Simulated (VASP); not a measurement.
**SnO2: single point with LDA**

SnO2:

```xyz
6
Lattice="4.7880 0.0000 0.0000 0.0000 4.8666 0.0000 0.0000 0.0000 3.2409" Properties=species:S:1:pos:R:3 pbc="T T T"
Sn    2.3940    2.4333    1.6204
Sn    0.0000    0.0000    0.0000
O     1.3974    1.5624    0.0000
O     3.7914    0.8709    1.6204
O     0.9966    3.9957    1.6204
O     3.3906    3.3042    0.0000
```

```
Program             : VASP 6.6.1
Task                : single point
Functional          : LDA
Potentials or basis : VASP PAW LDA potentials, release 64 (Sn_d, O)
Cutoff              : 520 eV
k mesh              : 4 × 4 × 6
Occupations         : gaussian, width 0.01 eV
Spin                : no spin polarisation
```

```yaml
Pressure: -10.4 GPa
Largest_force: 0.151 eV/Å
Band_gap_on_the_k_mesh: 0.70 eV, direct
```

Forces on the atoms (eV/Å):
```
Sn   0.000  0.000  0.000
Sn   0.000  0.000  0.000
O    0.151 -0.004  0.000
O    0.151  0.004  0.000
O   -0.151 -0.004  0.000
O   -0.151  0.004  0.000
```

Stress tensor (GPa, compression positive):
```
 -9.75   0.00   0.00
  0.00 -10.03   0.00
  0.00   0.00 -11.43
```

Levels at points of the mesh, in eV from the valence-band top:
```
           k point  band 24  band 25  band 26  band 27  band 28  band 29
(0.00, 0.00, 0.00)    -0.64    -0.63     0.00     0.70     5.53     5.84
(0.50, 0.00, 0.00)    -1.14    -0.44    -0.44     3.73     3.73     6.41
(0.00, 0.50, 0.00)    -1.13    -0.57    -0.57     3.89     3.89     6.86
(0.50, 0.50, 0.00)    -1.26    -0.73    -0.73     4.20     4.20     6.99
(0.00, 0.00, 0.50)    -1.47    -1.05    -1.05     5.47     5.47     9.17
(0.50, 0.00, 0.50)    -0.83    -0.73    -0.73     5.77     5.77     7.57
(0.00, 0.50, 0.50)    -1.04    -0.62    -0.62     5.67     5.67     7.35
(0.50, 0.50, 0.50)    -0.85    -0.66    -0.66     4.25     4.25     8.41
```

Wall time 2.6 min on 1 thread of AMD EPYC 7R13, on a shared host, peak memory 0.17 GiB.

Caveat: spin-orbit coupling is left out, which moves the levels of the heavy elements. A hybrid or GW would open this gap; LDA tends to underestimate it.
